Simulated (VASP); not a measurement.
# Ta3N (P-3m1) in VASP: notebook

Aim: see how the results for Ta3N move with the level of theory and the settings. Levels: PBE+U, PBEsol. Tasks: density of states, vibrations by perturbation theory.

Program: VASP 6.6.1. These are calculated values, not measurements. Logs are shortened: lines on timing, memory, paths and dates and some standing lists are left out, and cuts for length are marked.

### 1 The cell of the first run

It takes space group P-3m1 (No. 164, trigonal). Conventional cell: a = 3.032 Å, b = 3.032 Å, c = 7.524 Å, α = 90.00°, β = 90.00°, γ = 120.00°. Ta (site symmetry 3m) has 3 N at 2.19 Å within 2.9 Å. Within 4.0 Å of Ta (site symmetry -3m) lie 12 Ta at 3.01 to 3.03 Å and 2 N at 3.76 Å. N (site symmetry -3m) has 6 Ta at 2.19 Å within 2.9 Å.

### 2 Density of states, PBE+U

Contents of POSCAR:

```
Ta3N
1.0
    3.0322239879      0.0000000000      0.0000000000
   -1.5161119940      2.6259830035      0.0000000000
    0.0000000000      0.0000000000      7.5241370000
Ta N
3 1
Direct
    0.6666666667      0.3333333333      0.8260700000
    0.3333333333      0.6666666667      0.1739300000
    0.0000000000      0.0000000000      0.5000000000
    0.0000000000      0.0000000000      0.0000000000
```

Contents of INCAR.step1:

```
SYSTEM = Ta3N
PREC     = Accurate       ! precision mode
ENCUT    = 520            ! plane-wave cutoff, eV
EDIFF    = 1E-6           ! SCF threshold, eV
ISMEAR   = -1             ! smearing method
SIGMA    = 0.05           ! smearing width, eV
LREAL    = .False.        ! projectors in reciprocal space
LASPH    = .True.         ! aspherical terms in the spheres
NELM     = 150            ! most SCF steps
ALGO     = Normal         ! electronic algorithm
ISIF     = 2              ! what is computed and relaxed
LWAVE    = .False.        ! write WAVECAR
LCHARG   = .True.         ! write CHGCAR
LMAXMIX  = 4              ! l up to which the mixer works
LDAU     = .True.         ! DFT+U
LDAUTYPE = 2            
LDAUL    = 2 -1           ! shell
LDAUU    = 3 0            ! U, eV
LDAUJ    = 0 0          
LDAUPRINT= 1            
GGA      = PE             ! functional
NBANDS   = 27             ! bands
```

Contents of KPOINTS.step1:

```
regular mesh
0
Gamma
  10 10 4
  0 0 0
```

Contents of INCAR.step2:

```
SYSTEM = Ta3N
PREC     = Accurate       ! precision mode
ENCUT    = 520            ! plane-wave cutoff, eV
EDIFF    = 1E-6           ! SCF threshold, eV
ISMEAR   = -5             ! smearing method
SIGMA    = 0.05           ! smearing width, eV
LREAL    = .False.        ! projectors in reciprocal space
LASPH    = .True.         ! aspherical terms in the spheres
NELM     = 150            ! most SCF steps
ALGO     = Normal         ! electronic algorithm
ISIF     = 2              ! what is computed and relaxed
LWAVE    = .False.        ! write WAVECAR
LCHARG   = .False.        ! write CHGCAR
LMAXMIX  = 4              ! l up to which the mixer works
LDAU     = .True.         ! DFT+U
LDAUTYPE = 2            
LDAUL    = 2 -1           ! shell
LDAUU    = 3 0            ! U, eV
LDAUJ    = 0 0          
LDAUPRINT= 1            
GGA      = PE             ! functional
LORBIT   = 11             ! projections on sites
NBANDS   = 27             ! bands
NEDOS    = 1001           ! points of the DOS
ICHARG   = 11             ! starting density
```

Contents of KPOINTS.step2:

```
regular mesh
0
Gamma
  15 15 6
  0 0 0
```

Potentials or basis: VASP PAW PBE potentials, release 64 (Ta_pv, N).

On the command line:

```console
$ cat potpaw_PBE.64/Ta_pv/POTCAR potpaw_PBE.64/N/POTCAR > POTCAR
$ cp INCAR.step1 INCAR
$ cp KPOINTS.step1 KPOINTS
$ mpirun -np 1 vasp_std > vasp.out
$ cp INCAR.step2 INCAR
$ cp KPOINTS.step2 KPOINTS
$ mpirun -np 1 vasp_std > vasp.out
```

OUTCAR:

```text
SYSTEM = Ta3N
   PREC = Accurate
   ENCUT = 520
   EDIFF = 1E-6
   ISMEAR = -5
   LREAL = .False.
   LASPH = .True.
   NELM = 150
   ISIF = 2
   GGA = PE
   LORBIT = 11
   ICHARG = 11

 ion  position               nearest neighbor table
   1  0.667  0.333  0.826-   4 2.19   4 2.19   4 2.19   3 3.01   3 3.01   3 3.01   2 3.15   2 3.15
                             2 3.15
   2  0.333  0.667  0.174-   4 2.19   4 2.19   4 2.19   3 3.01   3 3.01   3 3.01   1 3.15   1 3.15
                             1 3.15
   3  0.000  0.000  0.500-   1 3.01   2 3.01   1 3.01   2 3.01   1 3.01   2 3.01
   4  0.000  0.000  0.000-   1 2.19   2 2.19   1 2.19   2 2.19   1 2.19   2 2.19

  LATTYP: Found a hexagonal cell.
 ALAT       =     3.0322239879
 C/A-ratio  =     2.4813922158

  Lattice vectors:

 A1 = (   3.0322239879,   0.0000000000,   0.0000000000)
 A2 = (  -1.5161119940,   2.6259830035,   0.0000000000)
 A3 = (   0.0000000000,   0.0000000000,   7.5241370000)

Analysis of symmetry for initial positions (statically):
=====================================================================
 Subroutine PRICEL returns:
 Original cell was already a primitive cell.

 Routine SETGRP: Setting up the symmetry group for a
 hexagonal supercell.

 Subroutine GETGRP returns: Found 12 space group operations
 (whereof 12 operations were pure point group operations)
 out of a pool of 24 trial point group operations.

The static configuration has the point symmetry D_3d.

Analysis of symmetry for dynamics (positions and initial velocities):
=====================================================================
 Subroutine PRICEL returns:
 Original cell was already a primitive cell.

 Routine SETGRP: Setting up the symmetry group for a
 hexagonal supercell.

 Subroutine GETGRP returns: Found 12 space group operations
 (whereof 12 operations were pure point group operations)
 out of a pool of 24 trial point group operations.

The dynamic configuration has the point symmetry D_3d.

 Subroutine INISYM returns: Found 12 space group operations
 (whereof 12 operations are pure point group operations),
 and found     1 'primitive' translations

----------------------------------------------------------------------------------------

                                     Primitive cell

  volume of cell :      59.9115

  direct lattice vectors                    reciprocal lattice vectors
     3.032223988  0.000000000  0.000000000     0.329790940  0.190404888  0.000000000
    -1.516111994  2.625983004  0.000000000     0.000000000  0.380809776  0.000000000
     0.000000000  0.000000000  7.524137000     0.000000000  0.000000000  0.132905608

  length of vectors
     3.032223988  3.032223988  7.524137000     0.380809776  0.380809776  0.132905608

  position of ions in fractional coordinates (direct lattice)
     0.666666667  0.333333333  0.826070000
     0.333333333  0.666666667  0.173930000
     0.000000000  0.000000000  0.500000000
     0.000000000  0.000000000  0.000000000

  ion indices of the primitive-cell ions
   primitive index   ion index
                 1           1
                 2           2
                 3           3
                 4           4

----------------------------------------------------------------------------------------

 KPOINTS: regular mesh

Automatic generation of k-mesh.
 Grid dimensions read from file:
 generate k-points for:   15   15    6

[... 27 lines left out ...]
  0.333333 -0.000000  0.000000      6.000000
[... 16 lines left out ...]
  0.333333  0.200000  0.000000     12.000000
  0.400000  0.200000  0.000000      6.000000
 [... further k-points ...]
   k-points           NKPTS =    146   k-points in BZ     NKDIM =    146   number of bands    NBANDS=     27
   number of dos      NEDOS =   1001   number of ions     NIONS =      4
   total plane-waves  NPLWV =  32256
   dimension x,y,z NGX =    24 NGY =   24 NGZ =   56
   dimension x,y,z NGXF=    48 NGYF=   48 NGZF=  112
   ions per type =               3   1
   NGX,Y,Z   is equivalent  to a cutoff of  13.16, 13.16, 12.37 a.u.
   NGXF,Y,Z  is equivalent  to a cutoff of  26.32, 26.32, 24.75 a.u.
 SYSTEM =  Ta3N
   PREC   = accura    normal or accurate (medium, high low for compatibility)
   ISTART =      0    job   : 0-new  1-cont  2-samecut
   ICHARG =     11    charge: 1-file 2-atom 10-const
   ISPIN  =      1    spin polarized calculation?
   LNONCOLLINEAR =      F non collinear calculations
   LSORBIT =      F    spin-orbit coupling
   LASPH  =      T    aspherical Exc in radial PAW
   ENCUT  =  520.0 eV  38.22 Ry    6.18 a.u.   5.64  5.64 13.99*2*pi/ulx,y,z
   NELM   =    150;   NELMIN=  2; NELMDL=  0     # of ELM steps
   EDIFF  = 0.1E-05   stopping-criterion for ELM
   LREAL  =      F    real-space projection
   EDIFFG = 0.1E-04   stopping-criterion for IOM
   NSW    =      0    number of steps for IOM
   IBRION =     -1    ionic relax: 0-MD 1-quasi-New 2-CG
   NFREE  =      0    steps in history (QN), initial steepest desc. (CG)
   ISIF   =      2    stress and relaxation
   ISYM   =      2    0-nonsym 1-usesym 2-fastsym
   POTIM  = 0.5000    time-step for ionic-motion
   TEBEG  =    0.0;   TEEND  =   0.0 temperature during run
   PSTRESS=    0.0 pullay stress
   NELECT =      38.0000    total number of electrons
   NUPDOWN=      -1.0000    fix difference up-down
   EMIN   =  10.00;   EMAX   =-10.00  energy-range for DOS
   EFERMI =   0.00;   METHOD = LEGACY
   ISMEAR =    -5;   SIGMA  =   0.05  broadening in eV -4-tet -1-fermi 0-gaus
   EFERMI_NEDOS =   21; number of points for ismear=-14 and -15
   IALGO  =     38    algorithm
   IMIX   =      4    mixing-type and parameters
     AMIX     =   0.40;   BMIX     =  1.00
     AMIX_MAG =   1.60;   BMIX_MAG =  1.00
  volume/ion in A,a.u.               =      14.98       101.08
  Fermi-wavevector in a.u.,A,eV,Ry     =   1.406585  2.658061 26.918884  1.978482
  Thomas-Fermi vector in A             =   2.528931
   LORBIT       =     11    0 simple, 1 ext, 2 COOP (PROOUT), +10 PAW based schemes
 LDA+U is selected, type is set to LDAUTYPE =  2
   angular momentum for each species LDAUL =     2   -1
   U (eV)           for each species LDAUU =   3.0  0.0
   J (eV)           for each species LDAUJ =   0.0  0.0
   GGA     = PE    functional components
   LHFCALC =     F    Hartree Fock is set to
   AEXX    =    0.0000 exact exchange contribution
   IVDW    =     0    specifies the selected vdW correction
   LEPSILON=     F    determine dielectric tensor
   LRPA    =     F    only Hartree local field effects (RPA)
 non-spin polarized calculation
 Fermi weights with tetrahedron method with Bloechl corrections
  energy-cutoff  :      520.00
  volume of cell :       59.91
 maximum number of plane-waves:      1644
 NGX is ok and might be reduce to    24

atom =   1  type =  1  l = 2

 onsite density matrix

spin component  1
[... 83 lines left out ...]
  o =  0.1475  v = -0.4554  0.4957  0.0000  0.6540 -0.3451  0.0000  0.0000  0.0000  0.0000  0.0000      0.0000  0.0000  0.0000  0.0000  0.0000  0.0000  0.0000  0.0000  0.0000  0.0000
  o =  0.1475  v =  0.0000  0.0000  0.0000  0.0000  0.0000 -0.4554  0.4957  0.0000  0.6540 -0.3451      0.0000  0.0000  0.0000  0.0000  0.0000  0.0000  0.0000  0.0000  0.0000  0.0000
  o =  0.1475  v = -0.3451 -0.6540  0.0000  0.4957  0.4554  0.0000  0.0000  0.0000  0.0000  0.0000      0.0000  0.0000  0.0000  0.0000  0.0000  0.0000  0.0000  0.0000  0.0000  0.0000
  o =  0.1475  v =  0.0000  0.0000  0.0000  0.0000  0.0000 -0.3451 -0.6540  0.0000  0.4957  0.4554      0.0000  0.0000  0.0000  0.0000  0.0000  0.0000  0.0000  0.0000  0.0000  0.0000
  o =  0.2417  v =  0.0000  0.0000  0.0000  0.0000  0.0000  0.6541  0.3451 -0.0000  0.4554  0.4957      0.0000  0.0000  0.0000  0.0000  0.0000  0.0000  0.0000  0.0000  0.0000  0.0000
  o =  0.2417  v =  0.6541  0.3451 -0.0000  0.4554  0.4957  0.0000  0.0000  0.0000  0.0000  0.0000      0.0000  0.0000  0.0000  0.0000  0.0000  0.0000  0.0000  0.0000  0.0000  0.0000
  o =  0.2417  v =  0.0000  0.0000  0.0000  0.0000  0.0000  0.4957 -0.4554 -0.0000  0.3451 -0.6541      0.0000  0.0000  0.0000  0.0000  0.0000  0.0000  0.0000  0.0000  0.0000  0.0000
  o =  0.2417  v =  0.4957 -0.4554 -0.0000  0.3451 -0.6541  0.0000  0.0000  0.0000  0.0000  0.0000      0.0000  0.0000  0.0000  0.0000  0.0000  0.0000  0.0000  0.0000  0.0000  0.0000
  o =  0.2821  v =  0.0000  0.0000  1.0000  0.0000  0.0000  0.0000  0.0000  0.0000  0.0000  0.0000      0.0000  0.0000  0.0000  0.0000  0.0000  0.0000  0.0000  0.0000  0.0000  0.0000
  o =  0.2821  v =  0.0000  0.0000  0.0000  0.0000  0.0000  0.0000  0.0000  1.0000  0.0000  0.0000      0.0000  0.0000  0.0000  0.0000  0.0000  0.0000  0.0000  0.0000  0.0000  0.0000

 number of electron      38.0000000 magnetization

 Free energy of the ion-electron system (eV)
  ---------------------------------------------------
  ext. energy  EPLUGINS =         0.00000000
  ---------------------------------------------------
  free energy    TOTEN  =       -37.70379230 eV

  energy without entropy =      -37.70379230  energy(sigma->0) =      -37.70379230

 E-fermi :   7.0624     XC(G=0): -12.7083

 val. band max:        7.0850252550   @ k =   0.2000  -0.0000   0.0000
 cond. band min:       7.0010233852   @ k =   0.0667   0.0667   0.0000
 fundamental gap:     -0.0840018698
 Fermi energy:         7.0623591129

 k-point     1 :       0.0000    0.0000    0.0000
  band No.  band energies     occupation
      1     -28.7634      2.00000
      2     -28.4886      2.00000
      3     -28.1658      2.00000
      4     -28.1658      2.00000
      5     -28.1372      2.00000
      6     -28.1372      2.00000
[... 709 lines left out ...]
     26      11.6638      0.00000
     27      12.0195      0.00000

 [... further k-points ...]
[... 5 lines left out ...]
  --------------------------------------------------------------------------------------
  -------------------------------------------------------------------------------------
  Total        2.9848413      2.9848413      3.6232119     -0.0000000     -0.0000000     -0.0000000
  in kB       79.8218781     79.8218781     96.8934519     -0.0000000     -0.0000000     -0.0000000
  external PRESSURE =      85.5124027 kB  Pullay stress =       0.0000000 kB

 VOLUME and BASIS-vectors are now :
 -----------------------------------------------------------------------------
  energy-cutoff  :      520.00
  volume of cell :       59.91
      direct lattice vectors                 reciprocal lattice vectors
     3.032223988  0.000000000  0.000000000     0.329790940  0.190404888  0.000000000
    -1.516111994  2.625983004  0.000000000     0.000000000  0.380809776  0.000000000
     0.000000000  0.000000000  7.524137000     0.000000000  0.000000000  0.132905608

 POSITION                                       TOTAL-FORCE (eV/Angst)
 -----------------------------------------------------------------------------------
      1.51611      0.87533      6.21546        -0.000000      0.000000     -0.247425
     -0.00000      1.75066      1.30867         0.000000     -0.000000      0.247425
      0.00000      0.00000      3.76207        -0.000000      0.000000      0.000000
      0.00000      0.00000      0.00000        -0.000000      0.000000      0.000000
 -----------------------------------------------------------------------------------
    total drift:                               -0.000000      0.000000      0.000000

  FREE ENERGIE OF THE ION-ELECTRON SYSTEM (eV)
  ---------------------------------------------------
  free  energy   TOTEN  =       -37.7037922969 eV

  energy  without entropy=      -37.7037922969  energy(sigma->0) =      -37.70379230

 total charge

# of ion       s       p       d       tot
------------------------------------------
    1        0.331   6.232   2.244   8.808
    2        0.331   6.232   2.244   8.808
    3        0.378   6.216   2.073   8.668
    4        1.240   2.546   0.000   3.786
--------------------------------------------------
tot          2.281  21.227   6.561  30.069
```

Run time: 4 min. Hardware: 1 thread of Intel Xeon 8259CL, shared host; peak memory 0.31 GiB.

What came out:

```
Valence electrons inside the program's atomic spheres : Ta 8.81, 8.67; N 3.79
```

Eigenvalues of the final occupation matrices:
| site | spin | trace | eigenvalues |
| --- | --- | --- | --- |
| site 1 d | 1 | 1.15 | 0.21 0.21 0.24 0.24 0.25 |
| site 1 d | 2 | 1.15 | 0.21 0.21 0.24 0.24 0.25 |
| site 2 d | 1 | 1.15 | 0.21 0.21 0.24 0.24 0.25 |
| site 2 d | 2 | 1.15 | 0.21 0.21 0.24 0.24 0.25 |
| site 3 d | 1 | 1.06 | 0.15 0.15 0.24 0.24 0.28 |
| site 3 d | 2 | 1.06 | 0.15 0.15 0.24 0.24 0.28 |

Caveat: spin-orbit coupling is left out, which moves the levels of the heavy elements; U without spin polarisation on a metal has little footing; tetrahedron occupations give inexact forces and stress in metals.

### 3 Vibrations by perturbation theory, PBEsol

Contents of INCAR:

```
SYSTEM = Ta3N
PREC = Accurate
ENCUT = 520
EDIFF = 1E-8
ISMEAR = -1
SIGMA = 0.05
LREAL = .False.
LASPH = .True.
NELM = 60
ALGO = Normal
ISIF = 2
LWAVE = .False.
LCHARG = .True.
GGA = PS
IBRION = 8
NSW = 1
```

Contents of KPOINTS:

```
regular mesh
0
Gamma
  8 8 4
  0 0 0
```

POSCAR is that of step 2.

Potentials or basis: VASP PAW PBE potentials, release 64 (Ta_pv, N).

On the command line:

```console
$ cat potpaw_PBE.64/Ta_pv/POTCAR potpaw_PBE.64/N/POTCAR > POTCAR
$ mpirun -np 1 vasp_std > vasp.out
```

OUTCAR:

```text
SYSTEM = Ta3N
   PREC = Accurate
   ENCUT = 520
   EDIFF = 1E-8
   ISMEAR = -1
   LREAL = .False.
   LASPH = .True.
   NELM = 60
   ISIF = 2
   GGA = PS
   IBRION = 8
   NSW = 1

 ion  position               nearest neighbor table
   1  0.667  0.333  0.826-   4 2.19   4 2.19   4 2.19   3 3.01   3 3.01   3 3.01   2 3.15   2 3.15
                             2 3.15
   2  0.333  0.667  0.174-   4 2.19   4 2.19   4 2.19   3 3.01   3 3.01   3 3.01   1 3.15   1 3.15
                             1 3.15
   3  0.000  0.000  0.500-   1 3.01   2 3.01   1 3.01   2 3.01   1 3.01   2 3.01
[... 906 lines left out ...]

 Eigenvectors and eigenvalues of the dynamical matrix
 ----------------------------------------------------

   1 f  =   16.361825 THz   102.804376 2PiTHz  545.771725 cm-1    67.667039 meV
             X         Y         Z           dx          dy          dz
      1.516112  0.875328  6.215464     0.000000   -0.000000   -0.127996
     -0.000000  1.750655  1.308673     0.000000   -0.000000   -0.127996
      0.000000  0.000000  3.762068     0.000000   -0.000000   -0.017690
      0.000000  0.000000  0.000000    -0.000000    0.000000    0.983321
[... 71 lines left out ...]
  12 f/i=    0.010486 THz     0.065887 2PiTHz    0.349782 cm-1     0.043367 meV
             X         Y         Z           dx          dy          dz
      1.516112  0.875328  6.215464     0.249233   -0.517407   -0.000000
     -0.000000  1.750655  1.308673     0.249233   -0.517407   -0.000000
      0.000000  0.000000  3.762068     0.243487   -0.505478   -0.000000
      0.000000  0.000000  0.000000     0.069370   -0.144013   -0.000000

--------------------------------------------------------------------------------------------------------

 ELASTIC MODULI CONTR FROM IONIC RELAXATION (kBar)
 Direction    XX          YY          ZZ          XY          YZ          ZX
 --------------------------------------------------------------------------------
 XX        -300.1846   -111.2242    -27.8533      0.0000    137.1538     -0.0000
 YY        -111.2242   -300.1846    -27.8533      0.0000   -137.1538      0.0000
 ZZ         -27.8533    -27.8533     -3.7715      0.0000     -0.0000      0.0000
 XY           0.0000      0.0000      0.0000    -94.4802      0.0000    234.9909
 YZ         137.1538   -137.1538     -0.0000      0.0000   -199.1016      0.0000
 ZX          -0.0000      0.0000      0.0000    234.9909      0.0000   -584.4690
 --------------------------------------------------------------------------------
```

OSZICAR:

```text
N       E                     dE             d eps       ncg     rms          rms(c)
DAV:   1     0.333899255079E+03    0.33390E+03   -0.21861E+04  1610   0.173E+03
[... 142 lines left out ...]
RMM:   8    -0.255311835856E+00    0.17970E-04   -0.37870E-06  2824   0.603E-03    0.131E-03
RMM:   9    -0.255309126149E+00    0.27097E-05   -0.44549E-06  2948   0.216E-03    0.419E-04
RMM:  10    -0.255306918752E+00    0.22074E-05    0.17532E-07  3165   0.664E-04    0.100E-04
RMM:  11    -0.255307697751E+00   -0.77900E-06    0.15161E-07  2858   0.226E-04    0.570E-05
RMM:  12    -0.255307648919E+00    0.48832E-07    0.88013E-08  3282   0.116E-04    0.147E-05
RMM:  13    -0.255307698069E+00   -0.49151E-07   -0.10000E-07  3008   0.640E-05    0.554E-06
RMM:  14    -0.255307707686E+00   -0.96167E-08    0.45004E-08  3258   0.505E-05    0.177E-06
 Linear response finished
```

stdout:

```text
POSCAR found type information on POSCAR TaN
 POSCAR found :  2 types and       4 ions
 scaLAPACK will be used
 -----------------------------------------------------------------------------
|                                                                             |
|                                                                             |
|     You enforced a specific xc type in the INCAR file but a different       |
[... 23 lines left out ...]
 first order change of Fermi-energy  -0.10540E-03
 force on displaced ion       3 direction 3 :  -0.000   0.000 -14.101
 Linear response progress:
 first order change of Fermi-energy   0.68514E-04
 force on displaced ion       4 direction 1 : -12.299   0.000   0.000
 Linear response progress:
 first order change of Fermi-energy  -0.58641E-03
 force on displaced ion       4 direction 3 :  -0.000   0.000 -14.842
 Linear response finished
```

Run time: 18 min. Hardware: 1 thread of Oxide Virtual Turin-like, shared host; peak memory 0.44 GiB.

What came out:

```
Highest phonon frequency at Γ, LO-TO splitting left out : 546 cm⁻¹
```

Phonon frequencies in cm⁻¹ (negative: imaginary):
```csv
q point,frequencies
"(0.000, 0.000, 0.000)",0 0 0 31 31 93 93 159 177 498 498 546
```

Caveat: the cell wasn't relaxed at this level first, which shifts response properties; the PAW data sets were made with another functional, which shifts forces and pressure a little; spin-orbit coupling is left out, which moves the levels of the heavy elements.
